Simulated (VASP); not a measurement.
# MgF2 (P4_2/mnm) in VASP: notebook

Runs on MgF2. Level: PBE. Tasks: single point.

All numbers are computed with VASP 6.6.1; they aren't measurements. Logs are shortened: lines on timing, memory, paths and dates and some standing lists are left out, and cuts for length are marked.

### Step 1. The cell of the first run

The structure is tetragonal, space group P4_2/mnm (No. 136). The conventional cell has a = 4.486 Å, b = 4.486 Å, c = 2.984 Å, α = 90.00°, β = 90.00°, γ = 90.00°. Within 2.5 Å of Mg (site symmetry mmm) lie 6 F at 1.91 to 1.95 Å. Within 2.6 Å of F (site symmetry m2m) lie 3 Mg at 1.91 to 1.95 Å and 1 F at 2.52 Å.

### Step 2. Single point, PBE (10.01 Å³/atom)

INCAR reads:

```
  PREC = Accurate
  ENCUT = 600
  EDIFF = 1E-6
  ISMEAR = 0
  SIGMA = 0.02
  LREAL = F
  LASPH = T
  NELM = 120
  ALGO = Normal
  ISIF = 2
  LWAVE = F
  LCHARG = T
  GGA = PE
  LELF = T
  LVHAR = T
  NBANDS = 25
  GGA_COMPAT = F
```

KPOINTS reads:

```
Automatic mesh
0
Gamma
  6 6 8
```

POSCAR reads:

```
MgF2
1.0
    4.4863175560      0.0000000000      0.0000000000
    0.0000000000      4.4863175560      0.0000000000
    0.0000000000      0.0000000000      2.9843098227
Mg F
2 4
Direct
    0.0000000000      0.0000000000      0.0000000000
    0.5000000000      0.5000000000      0.5000000000
    0.3017591895      0.3017591895      0.0000000000
    0.1982408105      0.8017591895      0.5000000000
    0.6982408105      0.6982408105      0.0000000000
    0.8017591895      0.1982408105      0.5000000000
```

Potentials or basis: VASP PAW PBE potentials, release 64 (Mg, F).

Started as:

```sh
$ cat potpaw_PBE.64/Mg/POTCAR potpaw_PBE.64/F/POTCAR > POTCAR
$ mpirun -np 1 vasp_std > vasp.out
```

OUTCAR:

```text
PREC = Accurate
   ENCUT = 600
   EDIFF = 1E-6
   ISMEAR = 0
   LREAL = F
   LASPH = T
   NELM = 120
   ISIF = 2
   GGA = PE

 ion  position               nearest neighbor table
   1  0.000  0.000  0.000-   3 1.91   5 1.91   4 1.95   6 1.95   4 1.95   6 1.95   2 3.51   2 3.51
                             2 3.51   2 3.51   2 3.51   2 3.51   2 3.51   2 3.51
   2  0.500  0.500  0.500-   4 1.91   6 1.91   5 1.95   3 1.95   3 1.95   5 1.95   1 3.51   1 3.51
                             1 3.51   1 3.51   1 3.51   1 3.51   1 3.51   1 3.51
   3  0.302  0.302  0.000-   1 1.91   2 1.95   2 1.95
   4  0.198  0.802  0.500-   2 1.91   1 1.95   1 1.95
   5  0.698  0.698  0.000-   1 1.91   2 1.95   2 1.95
   6  0.802  0.198  0.500-   2 1.91   1 1.95   1 1.95

  LATTYP: Found a simple tetragonal cell.
 ALAT       =     4.4863175560
 C/A-ratio  =     0.6652025376

  Lattice vectors:

 A1 = (   4.4863175560,   0.0000000000,   0.0000000000)
 A2 = (   0.0000000000,   4.4863175560,   0.0000000000)
 A3 = (   0.0000000000,   0.0000000000,   2.9843098227)

Analysis of symmetry for initial positions (statically):
=====================================================================
 Subroutine PRICEL returns:
 Original cell was already a primitive cell.

 Routine SETGRP: Setting up the symmetry group for a
 simple tetragonal supercell.

 Subroutine GETGRP returns: Found 16 space group operations
 (whereof  8 operations were pure point group operations)
 out of a pool of 16 trial point group operations.

The static configuration has the point symmetry D_2h.
 The point group associated with its full space group is D_4h.

Analysis of symmetry for dynamics (positions and initial velocities):
=====================================================================
 Subroutine PRICEL returns:
 Original cell was already a primitive cell.

 Routine SETGRP: Setting up the symmetry group for a
 simple tetragonal supercell.

 Subroutine GETGRP returns: Found 16 space group operations
 (whereof  8 operations were pure point group operations)
 out of a pool of 16 trial point group operations.

The dynamic configuration has the point symmetry D_2h.
 The point group associated with its full space group is D_4h.

 Subroutine INISYM returns: Found 16 space group operations
 (whereof  8 operations are pure point group operations),
 and found     1 'primitive' translations

----------------------------------------------------------------------------------------

                                     Primitive cell

  volume of cell :      60.0653

  direct lattice vectors                    reciprocal lattice vectors
[... 102 lines left out ...]
   ISYM   =      2    0-nonsym 1-usesym 2-fastsym
   POTIM  = 0.5000    time-step for ionic-motion
   TEBEG  =    0.0;   TEEND  =   0.0 temperature during run
   PSTRESS=    0.0 pullay stress
   NELECT =      32.0000    total number of electrons
   NUPDOWN=      -1.0000    fix difference up-down
   EMIN   =  10.00;   EMAX   =-10.00  energy-range for DOS
   EFERMI =   0.00;   METHOD = LEGACY
   ISMEAR =     0;   SIGMA  =   0.02  broadening in eV -4-tet -1-fermi 0-gaus
   EFERMI_NEDOS =   21; number of points for ismear=-14 and -15
   IALGO  =     38    algorithm
   IMIX   =      4    mixing-type and parameters
     AMIX     =   0.40;   BMIX     =  1.00
     AMIX_MAG =   1.60;   BMIX_MAG =  1.00
  volume/ion in A,a.u.               =      10.01        67.56
  Fermi-wavevector in a.u.,A,eV,Ry     =   1.327140  2.507932 23.963961  1.761301
  Thomas-Fermi vector in A             =   2.456475
   LORBIT       =      0    0 simple, 1 ext, 2 COOP (PROOUT), +10 PAW based schemes
   GGA     = PE    functional components
   LHFCALC =     F    Hartree Fock is set to
   AEXX    =    0.0000 exact exchange contribution
   IVDW    =     0    specifies the selected vdW correction
   LEPSILON=     F    determine dielectric tensor
   LRPA    =     F    only Hartree local field effects (RPA)
 non-spin polarized calculation
 Gauss-broadening in eV      SIGMA  =   0.02
  energy-cutoff  :      600.00
  volume of cell :       60.07
 maximum number of plane-waves:      2036
 NGX is ok and might be reduce to    36
   NGX = 17   NGY = 17   NGZ = 11

 number of electron      31.9999997 magnetization

 Free energy of the ion-electron system (eV)
  ---------------------------------------------------
  ext. energy  EPLUGINS =         0.00000000
  ---------------------------------------------------
  free energy    TOTEN  =       -31.22350133 eV

  energy without entropy =      -31.22350133  energy(sigma->0) =      -31.22350133

 E-fermi :  -0.5656     XC(G=0): -10.1412

 val. band max:       -0.6703503439   @ k =   0.0000   0.0000   0.0000
 cond. band min:       7.0113340931   @ k =   0.0000   0.0000   0.0000
 fundamental gap:      7.6816844370
 Fermi energy:        -0.5655659947

 k-point     1 :       0.0000    0.0000    0.0000
  band No.  band energies     occupation
      1     -21.7452      2.00000
      2     -20.7724      2.00000
      3     -20.7724      2.00000
      4     -20.6536      2.00000
      5      -5.0631      2.00000
      6      -3.5298      2.00000
[... 661 lines left out ...]
     24      16.4668      0.00000
     25      17.7933      0.00000

 [... further k-points ...]

------------------------ aborting loop because EDIFF is reached ----------------------------------------

  FORCE on cell =-STRESS in cart. coord.  units (eV):
  Direction    XX          YY          ZZ          XY          YZ          ZX
  --------------------------------------------------------------------------------------
  -------------------------------------------------------------------------------------
  Total        5.4072516      5.4072516      5.3612129     -0.0000000      0.0000000      0.0000000
  in kB      144.2325333    144.2325333    143.0045010     -0.0000000      0.0000000      0.0000000
  external PRESSURE =     143.8231892 kB  Pullay stress =       0.0000000 kB

 VOLUME and BASIS-vectors are now :
 -----------------------------------------------------------------------------
  energy-cutoff  :      600.00
  volume of cell :       60.07
      direct lattice vectors                 reciprocal lattice vectors
     4.486317556  0.000000000  0.000000000     0.222899959  0.000000000  0.000000000
     0.000000000  4.486317556  0.000000000     0.000000000  0.222899959  0.000000000
     0.000000000  0.000000000  2.984309823     0.000000000  0.000000000  0.335085852

 POSITION                                       TOTAL-FORCE (eV/Angst)
 -----------------------------------------------------------------------------------
      0.00000      0.00000      0.00000        -0.000000      0.000000      0.000000
      2.24316      2.24316      1.49215        -0.000000      0.000000      0.000000
      1.35379      1.35379      0.00000         0.001133      0.001133      0.000000
      0.88937      3.59695      1.49215        -0.001133      0.001133      0.000000
      3.13253      3.13253      0.00000        -0.001133     -0.001133     -0.000000
      3.59695      0.88937      1.49215         0.001133     -0.001133     -0.000000
 -----------------------------------------------------------------------------------
    total drift:                                0.000000      0.000000      0.000000

  FREE ENERGIE OF THE ION-ELECTRON SYSTEM (eV)
  ---------------------------------------------------
  free  energy   TOTEN  =       -31.2235013336 eV

  energy  without entropy=      -31.2235013336  energy(sigma->0) =      -31.22350133
```

OSZICAR:

```text
N       E                     dE             d eps       ncg     rms          rms(c)
DAV:   1     0.183932847529E+03    0.18393E+03   -0.19630E+04  2604   0.136E+03
DAV:   2    -0.252786956497E+02   -0.20921E+03   -0.20153E+03  3042   0.311E+02
DAV:   3    -0.337646789623E+02   -0.84860E+01   -0.84622E+01  3269   0.593E+01
DAV:   4    -0.338100602259E+02   -0.45381E-01   -0.45377E-01  2771   0.488E+00
DAV:   5    -0.338102801943E+02   -0.21997E-03   -0.21996E-03  3147   0.334E-01    0.102E+01
DAV:   6    -0.311699733448E+02    0.26403E+01   -0.78784E+00  2849   0.206E+01    0.290E+00
DAV:   7    -0.311917148205E+02   -0.21741E-01   -0.10755E-01  2674   0.218E+00    0.190E+00
DAV:   8    -0.312231114166E+02   -0.31397E-01   -0.50117E-02  2601   0.225E+00    0.216E-01
DAV:   9    -0.312230259155E+02    0.85501E-04   -0.11042E-03  3247   0.244E-01    0.834E-02
DAV:  10    -0.312235047948E+02   -0.47888E-03   -0.57079E-04  2592   0.167E-01    0.246E-02
DAV:  11    -0.312235011351E+02    0.36597E-05   -0.14177E-05  3152   0.319E-02    0.478E-03
DAV:  12    -0.312235013336E+02   -0.19852E-06   -0.10892E-06  1873   0.883E-03
   1 F= -.31223501E+02 E0= -.31223501E+02  d E =-.469829E-16
```

stdout:

```text
POSCAR found type information on POSCAR MgF
 POSCAR found :  2 types and       6 ions
 scaLAPACK will be used
 LDA part: xc-table for (Slater+PW92), standard interpolation
 POSCAR, INCAR and KPOINTS ok, starting setup
 FFT: planning ... GRIDC
 FFT: planning ... GRID_SOFT
 FFT: planning ... GRID
 WAVECAR not read
 entering main loop
```

Wall time 90 s (1 thread of Intel Xeon 8259CL, shared host); peak memory 0.23 GiB.

What came out:

```yaml
Free_energy: -31.2235 eV
Pressure: 14.4 GPa
Band_gap_on_the_k_mesh: 7.68 eV
```

Caveat: the cell stands under pressure. A k mesh can miss the band edges.

### Step 3. Single point, PBE (10.35 Å³/atom)

This run uses another cell than the first one, of 10.35 Å³/atom.

INCAR reads:

```
SYSTEM = MgF2
PREC = Accurate
ENCUT = 600
EDIFF = 1E-6
ISMEAR = 0
SIGMA = 0.02
LREAL = .FALSE.
LASPH = .TRUE.
NELM = 120
ALGO = Normal
ISIF = 2
LWAVE = .FALSE.
LCHARG = .FALSE.
GGA = PE
NBANDS = 25
GGA_COMPAT = .FALSE.
```

KPOINTS reads:

```
Automatic mesh
0
G
  6 6 8
  0 0 0
```

POSCAR reads:

```
MgF2
1.0
    4.5402307363      0.0000000000      0.0000000000
    0.0000000000      4.5402307363      0.0000000000
    0.0000000000      0.0000000000      3.0131919734
Mg F
2 4
Direct
    0.0000000000      0.0000000000      0.0000000000
    0.5000000000      0.5000000000      0.5000000000
    0.3020857451      0.3020857451      0.0000000000
    0.1979142549      0.8020857451      0.5000000000
    0.6979142549      0.6979142549      0.0000000000
    0.8020857451      0.1979142549      0.5000000000
```

Potentials or basis: VASP PAW PBE potentials, release 64 (Mg, F).

Started as:

```sh
$ cat potpaw_PBE.64/Mg/POTCAR potpaw_PBE.64/F/POTCAR > POTCAR
$ mpirun -np 1 vasp_std > vasp.out
```

OUTCAR:

```text
SYSTEM = MgF2
   PREC = Accurate
   ENCUT = 600
   EDIFF = 1E-6
   ISMEAR = 0
   LREAL = .FALSE.
   LASPH = .TRUE.
   NELM = 120
   ISIF = 2
   GGA = PE

 ion  position               nearest neighbor table
   1  0.000  0.000  0.000-   3 1.94   5 1.94   4 1.97   6 1.97   4 1.97   6 1.97   2 3.55   2 3.55
                             2 3.55   2 3.55   2 3.55   2 3.55   2 3.55   2 3.55
   2  0.500  0.500  0.500-   4 1.94   6 1.94   5 1.97   3 1.97   3 1.97   5 1.97   1 3.55   1 3.55
                             1 3.55   1 3.55   1 3.55   1 3.55   1 3.55   1 3.55
   3  0.302  0.302  0.000-   1 1.94   2 1.97   2 1.97
   4  0.198  0.802  0.500-   2 1.94   1 1.97   1 1.97
   5  0.698  0.698  0.000-   1 1.94   2 1.97   2 1.97
   6  0.802  0.198  0.500-   2 1.94   1 1.97   1 1.97

  LATTYP: Found a simple tetragonal cell.
 ALAT       =     4.5402307363
 C/A-ratio  =     0.6636649431

  Lattice vectors:

 A1 = (   4.5402307363,   0.0000000000,   0.0000000000)
 A2 = (   0.0000000000,   4.5402307363,   0.0000000000)
 A3 = (   0.0000000000,   0.0000000000,   3.0131919734)

Analysis of symmetry for initial positions (statically):
[... 188 lines left out ...]
 Fermi energy:        -0.8039801606

 k-point     1 :       0.0000    0.0000    0.0000
  band No.  band energies     occupation
      1     -21.8320      2.00000
      2     -20.9317      2.00000
      3     -20.9317      2.00000
      4     -20.8223      2.00000
      5      -5.1568      2.00000
      6      -3.6041      2.00000
[... 661 lines left out ...]
     24      15.8480      0.00000
     25      17.2742      0.00000

 [... further k-points ...]

------------------------ aborting loop because EDIFF is reached ----------------------------------------

  FORCE on cell =-STRESS in cart. coord.  units (eV):
  Direction    XX          YY          ZZ          XY          YZ          ZX
  --------------------------------------------------------------------------------------
  -------------------------------------------------------------------------------------
  Total        3.7035879      3.7035879      3.6667032      0.0000000      0.0000000      0.0000000
  in kB       95.5323774     95.5323774     94.5809529      0.0000000      0.0000000      0.0000000
  external PRESSURE =      95.2152359 kB  Pullay stress =       0.0000000 kB

 VOLUME and BASIS-vectors are now :
 -----------------------------------------------------------------------------
  energy-cutoff  :      600.00
  volume of cell :       62.11
      direct lattice vectors                 reciprocal lattice vectors
     4.540230736  0.000000000  0.000000000     0.220253123  0.000000000  0.000000000
     0.000000000  4.540230736  0.000000000     0.000000000  0.220253123  0.000000000
     0.000000000  0.000000000  3.013191973     0.000000000  0.000000000  0.331873976

 POSITION                                       TOTAL-FORCE (eV/Angst)
 -----------------------------------------------------------------------------------
      0.00000      0.00000      0.00000         0.000000     -0.000000      0.000000
      2.27012      2.27012      1.50660         0.000000     -0.000000      0.000000
      1.37154      1.37154      0.00000         0.002024      0.002024      0.000000
      0.89858      3.64165      1.50660        -0.002024      0.002024      0.000000
      3.16869      3.16869      0.00000        -0.002024     -0.002024      0.000000
      3.64165      0.89858      1.50660         0.002024     -0.002024      0.000000
 -----------------------------------------------------------------------------------
    total drift:                                0.000000     -0.000000     -0.000000

  FREE ENERGIE OF THE ION-ELECTRON SYSTEM (eV)
  ---------------------------------------------------
  free  energy   TOTEN  =       -31.3835697691 eV

  energy  without entropy=      -31.3835697691  energy(sigma->0) =      -31.38356977
```

stdout:

```text
POSCAR found type information on POSCAR MgF
 POSCAR found :  2 types and       6 ions
 scaLAPACK will be used
 LDA part: xc-table for (Slater+PW92), standard interpolation
 POSCAR, INCAR and KPOINTS ok, starting setup
 FFT: planning ... GRIDC
 FFT: planning ... GRID_SOFT
 FFT: planning ... GRID
 WAVECAR not read
 entering main loop
```

It took 84 s on 1 thread of Intel Xeon 8259CL, shared host; peak memory 0.22 GiB.

Results:

```
Free energy            : -31.3836 eV
Pressure               : 9.5 GPa
Band gap on the k mesh : 7.44 eV
```

Forces on the atoms (eV/Å):
```
Mg   0.000  0.000  0.000
Mg   0.000  0.000  0.000
F    0.002  0.002  0.000
F   -0.002  0.002  0.000
F   -0.002 -0.002  0.000
F    0.002 -0.002  0.000
```

Stress tensor (GPa, compression positive):
```
9.55 0.00 0.00
0.00 9.55 0.00
0.00 0.00 9.46
```

Levels at points of the mesh, in eV from the valence-band top:
| k point | band 12 | band 13 | band 14 | band 15 | band 16 | band 17 | band 18 | band 19 | band 20 | band 21 |
| --- | --- | --- | --- | --- | --- | --- | --- | --- | --- | --- |
| (0.00, 0.00, 0.00) | -1.29 | -0.74 | -0.33 | -0.33 | 0.00 | 7.44 | 12.57 | 12.57 | 13.99 | 14.85 |
| (0.50, 0.00, 0.00) | -1.46 | -1.02 | -1.02 | -0.40 | -0.40 | 9.90 | 9.90 | 13.85 | 13.85 | 16.00 |
| (0.50, 0.50, 0.00) | -1.35 | -1.01 | -1.01 | -0.83 | -0.83 | 11.66 | 11.66 | 11.74 | 11.74 | 17.79 |
| (0.00, 0.00, 0.50) | -1.49 | -1.26 | -1.26 | -0.91 | -0.91 | 12.24 | 12.24 | 15.30 | 15.30 | 15.76 |
| (0.50, 0.00, 0.50) | -1.44 | -0.77 | -0.77 | -0.71 | -0.71 | 13.14 | 13.14 | 13.94 | 13.94 | 16.16 |
| (0.50, 0.50, 0.50) | -1.46 | -0.65 | -0.65 | -0.49 | -0.49 | 13.61 | 13.61 | 13.85 | 13.85 | 15.02 |

Caveat: the cell stands under pressure. A k mesh can miss the band edges.

### Step 4. Single point, PBE (10.69 Å³/atom)

This run uses another cell than the first one, of 10.69 Å³/atom.

INCAR reads:

```
PREC = Accurate
ENCUT = 600
EDIFF = 1E-6
ISMEAR = 0
SIGMA = 0.02
LREAL = False
LASPH = True
NELM = 120
ALGO = Normal
ISIF = 2
LWAVE = False
LCHARG = True
GGA = PE
LELF = True
LVHAR = True
NBANDS = 25
GGA_COMPAT = False
```

KPOINTS reads:

```
regular mesh
0
Gamma
  6 6 8
```

POSCAR reads:

```
MgF2
1.0
    4.5930589121      0.0000000000      0.0000000000
    0.0000000000      4.5930589121      0.0000000000
    0.0000000000      0.0000000000      3.0413407453
Mg F
2 4
Direct
    0.0000000000      0.0000000000      0.0000000000
    0.5000000000      0.5000000000      0.5000000000
    0.3024990315      0.3024990315      0.0000000000
    0.1975009685      0.8024990315      0.5000000000
    0.6975009685      0.6975009685      0.0000000000
    0.8024990315      0.1975009685      0.5000000000
```

Started as:

```sh
$ cat potpaw_PBE.64/Mg/POTCAR potpaw_PBE.64/F/POTCAR > POTCAR
$ mpirun -np 1 vasp_std > vasp.out
```

It took 2.1 min on 1 thread of Intel Xeon 8259CL, shared host; peak memory 0.23 GiB.

It converged, with:

* Free energy: -31.4862 eV
* Pressure: 5.4 GPa
* Band gap on the k mesh: 7.21 eV

Stress tensor (GPa, compression positive):
```
5.45 0.00 0.00
0.00 5.45 0.00
0.00 0.00 5.35
```

Levels at points of the mesh, in eV from the valence-band top:
| k point | band 13 | band 14 | band 15 | band 16 | band 17 | band 18 | band 19 | band 20 |
| --- | --- | --- | --- | --- | --- | --- | --- | --- |
| (0.00, 0.00, 0.00) | -0.73 | -0.32 | -0.32 | 0.00 | 7.21 | 12.36 | 12.36 | 13.81 |
| (0.50, 0.00, 0.00) | -0.99 | -0.99 | -0.38 | -0.38 | 9.64 | 9.64 | 13.62 | 13.62 |
| (0.50, 0.50, 0.00) | -0.97 | -0.97 | -0.79 | -0.79 | 11.39 | 11.39 | 11.42 | 11.42 |
| (0.00, 0.00, 0.50) | -1.19 | -1.19 | -0.87 | -0.87 | 11.97 | 11.97 | 15.07 | 15.07 |
| (0.50, 0.00, 0.50) | -0.74 | -0.74 | -0.68 | -0.68 | 12.88 | 12.88 | 13.62 | 13.62 |
| (0.50, 0.50, 0.50) | -0.62 | -0.62 | -0.48 | -0.48 | 13.43 | 13.43 | 13.48 | 13.48 |

Caveat: the cell stands under pressure. A k mesh can miss the band edges.

### Step 5. The runs side by side

```csv
cell,gap on the mesh (eV),pressure (GPa)
"a = 4.486, b = 4.486, c = 2.984 Å, 6 atoms",7.68,14.4
"a = 4.540, b = 4.540, c = 3.013 Å, 6 atoms",7.44,9.5
"a = 4.593, b = 4.593, c = 3.041 Å, 6 atoms",7.21,5.4
```

Alike in all rows: task single point; level PBE; potentials or basis VASP PAW PBE potentials, release 64 (Mg, F); no spin polarisation; k mesh 6 × 6 × 8; cutoff (eV) 600; smearing gaussian 0.02 eV.

Caveats: the cell stands under pressure.

Absolute energies hang on the potentials; compare differences alone.
